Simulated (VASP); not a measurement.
# CdSe (F-43m) in VASP: further runs

The runs below take CdSe through single point, with PBE.

Program: VASP 6.6.1. These are calculated values, not measurements. Logs are shortened: lines on timing, memory, paths and dates and some standing lists are left out, and cuts for length are marked.

## (1) The cell of the first run

It takes space group F-43m (No. 216, cubic). The conventional cell has a = 6.077 Å, b = 6.077 Å, c = 6.077 Å, α = 90.00°, β = 90.00°, γ = 90.00°. Cd (site symmetry -43m) has 4 Se at 2.63 Å within 3.5 Å. Se (site symmetry -43m) has 4 Cd at 2.63 Å within 3.5 Å.

## (2) Single point, PBE

INCAR

```
SYSTEM = CdSe
PREC = Accurate ; ENCUT = 500
EDIFF = 1E-6 ; ISMEAR = 0
SIGMA = 0.01 ; LREAL = .FALSE.
LASPH = .TRUE. ; NELM = 120
ALGO = Normal ; ISIF = 2
LWAVE = .FALSE. ; LCHARG = .FALSE.
GGA = PE ; NBANDS = 16
GGA_COMPAT = .FALSE.
```

KPOINTS

```
Automatic mesh
0
G
  4 4 4
  0 0 0
```

POSCAR

```
CdSe
1.0
    0.0000000000      3.0385000000      3.0385000000
    3.0385000000      0.0000000000      3.0385000000
    3.0385000000      3.0385000000      0.0000000000
Cd Se
1 1
Direct
    0.0000000000      0.0000000000      0.0000000000
    0.2500000000      0.2500000000      0.2500000000
```

Potentials or basis: VASP PAW PBE potentials, release 64 (Cd, Se).

Run with:

```
$ cat potpaw_PBE.64/Cd/POTCAR potpaw_PBE.64/Se/POTCAR > POTCAR
$ mpirun -np 1 vasp_std > vasp.out
```

OUTCAR:

```text
SYSTEM = CdSe
   PREC = Accurate
   ENCUT = 500
   EDIFF = 1E-6
   ISMEAR = 0
   LREAL = .FALSE.
   LASPH = .TRUE.
   NELM = 120
   ISIF = 2
   GGA = PE

 ion  position               nearest neighbor table
   1  0.000  0.000  0.000-   2 2.63   2 2.63   2 2.63   2 2.63
   2  0.250  0.250  0.250-   1 2.63   1 2.63   1 2.63   1 2.63

  LATTYP: Found a face centered cubic cell.
 ALAT       =     6.0770000000

  Lattice vectors:

 A1 = (   0.0000000000,   3.0385000000,   3.0385000000)
 A2 = (   3.0385000000,   0.0000000000,   3.0385000000)
 A3 = (   3.0385000000,   3.0385000000,   0.0000000000)

Analysis of symmetry for initial positions (statically):
=====================================================================
 Subroutine PRICEL returns:
 Original cell was already a primitive cell.

 Routine SETGRP: Setting up the symmetry group for a
 face centered cubic supercell.

 Subroutine GETGRP returns: Found 24 space group operations
 (whereof 24 operations were pure point group operations)
 out of a pool of 48 trial point group operations.

The static configuration has the point symmetry T_d .

Analysis of symmetry for dynamics (positions and initial velocities):
=====================================================================
 Subroutine PRICEL returns:
 Original cell was already a primitive cell.

 Routine SETGRP: Setting up the symmetry group for a
 face centered cubic supercell.

 Subroutine GETGRP returns: Found 24 space group operations
 (whereof 24 operations were pure point group operations)
 out of a pool of 48 trial point group operations.

The dynamic configuration has the point symmetry T_d .

 Subroutine INISYM returns: Found 24 space group operations
 (whereof 24 operations are pure point group operations),
 and found     1 'primitive' translations

----------------------------------------------------------------------------------------

                                     Primitive cell

  volume of cell :      56.1058

  direct lattice vectors                    reciprocal lattice vectors
     0.000000000  3.038500000  3.038500000    -0.164554879  0.164554879  0.164554879
     3.038500000  0.000000000  3.038500000     0.164554879 -0.164554879  0.164554879
     3.038500000  3.038500000  0.000000000     0.164554879  0.164554879 -0.164554879

  length of vectors
     4.297087909  4.297087909  4.297087909     0.285017411  0.285017411  0.285017411

  position of ions in fractional coordinates (direct lattice)
     0.000000000  0.000000000  0.000000000
     0.250000000  0.250000000  0.250000000

  ion indices of the primitive-cell ions
   primitive index   ion index
                 1           1
                 2           2

----------------------------------------------------------------------------------------

 KPOINTS: Automatic mesh

Automatic generation of k-mesh.
 Grid dimensions read from file:
 generate k-points for:    4    4    4

 Generating k-lattice:

  Cartesian coordinates                     Fractional coordinates (reciprocal lattice)
    -0.041138720  0.041138720  0.041138720     0.250000000  0.000000000  0.000000000
     0.041138720 -0.041138720  0.041138720     0.000000000  0.250000000  0.000000000
     0.041138720  0.041138720 -0.041138720     0.000000000  0.000000000  0.250000000

  Length of vectors
     0.071254353  0.071254353  0.071254353

  Shift w.r.t. Gamma in fractional coordinates (k-lattice)
     0.000000000  0.000000000  0.000000000

 Subroutine IBZKPT returns following result:
 ===========================================

 Found      8 irreducible k-points:

 Following reciprocal coordinates:
            Coordinates               Weight
  0.000000  0.000000  0.000000      1.000000
  0.250000  0.000000  0.000000      8.000000
  0.500000  0.000000  0.000000      4.000000
  0.250000  0.250000  0.000000      6.000000
  0.500000  0.250000  0.000000     24.000000
 -0.250000  0.250000  0.000000     12.000000
  0.500000  0.500000  0.000000      3.000000
 -0.250000  0.500000  0.250000      6.000000
   k-points           NKPTS =      8   k-points in BZ     NKDIM =      8   number of bands    NBANDS=     16
   number of dos      NEDOS =    301   number of ions     NIONS =      2
   total plane-waves  NPLWV =  32768
   dimension x,y,z NGX =    32 NGY =   32 NGZ =   32
   dimension x,y,z NGXF=    64 NGYF=   64 NGZF=   64
   ions per type =               1   1
   NGX,Y,Z   is equivalent  to a cutoff of  12.38, 12.38, 12.38 a.u.
   NGXF,Y,Z  is equivalent  to a cutoff of  24.76, 24.76, 24.76 a.u.
 SYSTEM =  CdSe
   PREC   = accura    normal or accurate (medium, high low for compatibility)
   ISTART =      0    job   : 0-new  1-cont  2-samecut
   ICHARG =      2    charge: 1-file 2-atom 10-const
   ISPIN  =      1    spin polarized calculation?
   LNONCOLLINEAR =      F non collinear calculations
   LSORBIT =      F    spin-orbit coupling
   LASPH  =      T    aspherical Exc in radial PAW
   ENCUT  =  500.0 eV  36.75 Ry    6.06 a.u.   7.83  7.83  7.83*2*pi/ulx,y,z
   NELM   =    120;   NELMIN=  2; NELMDL= -5     # of ELM steps
   EDIFF  = 0.1E-05   stopping-criterion for ELM
   LREAL  =      F    real-space projection
   EDIFFG = 0.1E-04   stopping-criterion for IOM
   NSW    =      0    number of steps for IOM
   IBRION =     -1    ionic relax: 0-MD 1-quasi-New 2-CG
   NFREE  =      0    steps in history (QN), initial steepest desc. (CG)
   ISIF   =      2    stress and relaxation
   ISYM   =      2    0-nonsym 1-usesym 2-fastsym
   POTIM  = 0.5000    time-step for ionic-motion
   TEBEG  =    0.0;   TEEND  =   0.0 temperature during run
   PSTRESS=    0.0 pullay stress
   NELECT =      18.0000    total number of electrons
   NUPDOWN=      -1.0000    fix difference up-down
   EMIN   =  10.00;   EMAX   =-10.00  energy-range for DOS
   EFERMI =   0.00;   METHOD = LEGACY
   ISMEAR =     0;   SIGMA  =   0.01  broadening in eV -4-tet -1-fermi 0-gaus
   EFERMI_NEDOS =   21; number of points for ismear=-14 and -15
   IALGO  =     38    algorithm
   IMIX   =      4    mixing-type and parameters
     AMIX     =   0.40;   BMIX     =  1.00
     AMIX_MAG =   1.60;   BMIX_MAG =  1.00
  volume/ion in A,a.u.               =      28.05       189.31
  Fermi-wavevector in a.u.,A,eV,Ry     =   1.120718  2.117850 17.089044  1.256009
  Thomas-Fermi vector in A             =   2.257367
   LORBIT       =      0    0 simple, 1 ext, 2 COOP (PROOUT), +10 PAW based schemes
   GGA     = PE    functional components
   LHFCALC =     F    Hartree Fock is set to
   AEXX    =    0.0000 exact exchange contribution
   IVDW    =     0    specifies the selected vdW correction
   LEPSILON=     F    determine dielectric tensor
   LRPA    =     F    only Hartree local field effects (RPA)
 non-spin polarized calculation
 Gauss-broadening in eV      SIGMA  =   0.01
  energy-cutoff  :      500.00
  volume of cell :       56.11
 maximum number of plane-waves:      1458
   NGX = 15   NGY = 15   NGZ = 15

 number of electron      18.0000001 magnetization

 Free energy of the ion-electron system (eV)
  ---------------------------------------------------
  ext. energy  EPLUGINS =         0.00000000
  ---------------------------------------------------
  free energy    TOTEN  =        -5.41438747 eV

  energy without entropy =       -5.41438747  energy(sigma->0) =       -5.41438747

 E-fermi :   1.0423     XC(G=0):  -8.8856

 val. band max:        0.9915519231   @ k =   0.0000   0.0000   0.0000
 cond. band min:       1.5913833625   @ k =   0.0000   0.0000   0.0000
 fundamental gap:      0.5998314394
 Fermi energy:         1.0422936924

 k-point     1 :       0.0000    0.0000    0.0000
  band No.  band energies     occupation
      1     -11.6114      2.00000
      2      -6.9809      2.00000
      3      -6.9809      2.00000
      4      -6.9809      2.00000
      5      -6.6064      2.00000
      6      -6.6064      2.00000
[... 8 lines left out ...]
     15      12.0814      0.00000
     16      12.0814      0.00000

 k-point     2 :       0.2500    0.0000    0.0000
  band No.  band energies     occupation
      1     -11.4249      2.00000
      2      -6.9259      2.00000
      3      -6.9259      2.00000
      4      -6.7686      2.00000
      5      -6.6042      2.00000
      6      -6.6042      2.00000
[... 8 lines left out ...]
     15      11.0635      0.00000
     16      11.1173      0.00000

 k-point     3 :       0.5000    0.0000    0.0000
  band No.  band energies     occupation
      1     -11.2354      2.00000
      2      -6.8866      2.00000
      3      -6.8866      2.00000
      4      -6.5824      2.00000
      5      -6.5824      2.00000
      6      -6.3065      2.00000
[... 8 lines left out ...]
     15      13.1348      0.00000
     16      13.1348      0.00000

 k-point     4 :       0.2500    0.2500    0.0000
  band No.  band energies     occupation
      1     -11.3640      2.00000
      2      -6.8591      2.00000
      3      -6.8591      2.00000
      4      -6.8210      2.00000
      5      -6.6128      2.00000
      6      -6.5769      2.00000
[... 8 lines left out ...]
     15      12.5930      0.00000
     16      14.2526      0.00000

 k-point     5 :       0.5000    0.2500    0.0000
  band No.  band energies     occupation
      1     -11.1776      2.00000
      2      -6.8411      2.00000
      3      -6.7998      2.00000
      4      -6.6710      2.00000
      5      -6.5716      2.00000
      6      -6.2731      2.00000
[... 8 lines left out ...]
     15      13.3674      0.00000
     16      14.0746      0.00000

 k-point     6 :      -0.2500    0.2500    0.0000
  band No.  band energies     occupation
      1     -11.2389      2.00000
      2      -6.8601      2.00000
      3      -6.8551      2.00000
      4      -6.6207      2.00000
      5      -6.6157      2.00000
      6      -6.3960      2.00000
[... 8 lines left out ...]
     15      12.2814      0.00000
     16      14.1141      0.00000

 k-point     7 :       0.5000    0.5000    0.0000
  band No.  band energies     occupation
      1     -11.1171      2.00000
      2      -6.7910      2.00000
      3      -6.7181      2.00000
      4      -6.7181      2.00000
      5      -6.5473      2.00000
      6      -6.2404      2.00000
[... 8 lines left out ...]
     15      13.3838      0.00000
     16      14.3627      0.00000

 k-point     8 :      -0.2500    0.5000    0.2500
  band No.  band energies     occupation
      1     -11.1180      2.00000
      2      -6.7949      2.00000
      3      -6.7876      2.00000
      4      -6.6401      2.00000
      5      -6.6020      2.00000
      6      -6.1134      2.00000
[... 8 lines left out ...]
     15      13.6673      0.00000
     16      14.0689      0.00000

------------------------ aborting loop because EDIFF is reached ----------------------------------------

  FORCE on cell =-STRESS in cart. coord.  units (eV):
  Direction    XX          YY          ZZ          XY          YZ          ZX
  --------------------------------------------------------------------------------------
  -------------------------------------------------------------------------------------
  Total        1.2337063      1.2337063      1.2337063      0.0000000      0.0000000     -0.0000000
  in kB       35.2301613     35.2301613     35.2301613      0.0000000      0.0000000     -0.0000000
  external PRESSURE =      35.2301613 kB  Pullay stress =       0.0000000 kB

 VOLUME and BASIS-vectors are now :
 -----------------------------------------------------------------------------
  energy-cutoff  :      500.00
  volume of cell :       56.11
      direct lattice vectors                 reciprocal lattice vectors
     0.000000000  3.038500000  3.038500000    -0.164554879  0.164554879  0.164554879
     3.038500000  0.000000000  3.038500000     0.164554879 -0.164554879  0.164554879
     3.038500000  3.038500000  0.000000000     0.164554879  0.164554879 -0.164554879

 POSITION                                       TOTAL-FORCE (eV/Angst)
 -----------------------------------------------------------------------------------
      0.00000      0.00000      0.00000         0.000000      0.000000      0.000000
      1.51925      1.51925      1.51925        -0.000000     -0.000000     -0.000000
 -----------------------------------------------------------------------------------
    total drift:                                0.000000      0.000000      0.000000

  FREE ENERGIE OF THE ION-ELECTRON SYSTEM (eV)
  ---------------------------------------------------
  free  energy   TOTEN  =        -5.4143874681 eV

  energy  without entropy=       -5.4143874681  energy(sigma->0) =       -5.41438747
```

Run time: 4.8 s. Hardware: 1 thread of AMD EPYC 9R45 (Zen 5), shared host; peak memory 0.14 GiB.

Results:

| Quantity | Value |
| --- | --- |
| Free energy | -5.4144 eV |
| Pressure | 3.5 GPa |
| Band gap on the k mesh | 0.60 eV, direct |

Levels at points of the mesh, in eV from the valence-band top:
```tsv
k point	band 5	band 6	band 7	band 8	band 9	band 10	band 11	band 12	band 13	band 14
(0.00, 0.00, 0.00)	-7.60	-7.60	0.00	0.00	0.00	0.60	5.91	5.91	5.91	9.79
(0.50, 0.00, 0.00)	-7.57	-7.30	-4.42	-0.76	-0.76	2.38	6.42	6.42	7.42	10.05
(0.50, 0.50, 0.00)	-7.54	-7.23	-4.11	-1.87	-1.87	3.11	3.75	9.13	10.22	10.22
```

Caveat: the k points lie up to 0.45 Å⁻¹ apart.

## (3) Single point, PBE

INCAR

```
ALGO     = Normal         # electronic algorithm
EDIFF    = 1E-6           # SCF threshold, eV
ENCUT    = 500            # plane-wave cutoff, eV
GGA      = PE             # functional
GGA_COMPAT= False        
ISIF     = 2              # what is computed and relaxed
ISMEAR   = 0              # smearing method
LASPH    = True           # aspherical terms in the spheres
LCHARG   = False          # write CHGCAR
LREAL    = False          # projectors in reciprocal space
LWAVE    = False          # write WAVECAR
NBANDS   = 16             # bands
NELM     = 120            # most SCF steps
PREC     = Accurate       # precision mode
SIGMA    = 0.01           # smearing width, eV
```

KPOINTS

```
k-points
0
Gamma
  4 4 4
```

POSCAR is that of step 2.

Potentials or basis: VASP PAW PBE potentials, release 64 (Cd, Se).

Run with:

```
$ cat potpaw_PBE.64/Cd/POTCAR potpaw_PBE.64/Se/POTCAR > POTCAR
$ mpirun -np 1 vasp_std > vasp.out
```

Wall time 4.9 s (1 thread of AMD EPYC 9R45 (Zen 5), shared host); peak memory 0.14 GiB.

It converged, with:

```yaml
Free_energy: -5.4144 eV
Pressure: 3.5 GPa
Band_gap_on_the_k_mesh: 0.60 eV, direct
```

Levels at points of the mesh, in eV from the valence-band top:
```csv
k point,band 7,band 8,band 9,band 10,band 11,band 12
"(0.00, 0.00, 0.00)",0.00,0.00,0.00,0.60,5.91,5.91
"(0.50, 0.00, 0.00)",-4.42,-0.76,-0.76,2.38,6.42,6.42
"(0.50, 0.50, 0.00)",-4.11,-1.87,-1.87,3.11,3.75,9.13
```

Caveat: the k points lie up to 0.45 Å⁻¹ apart.
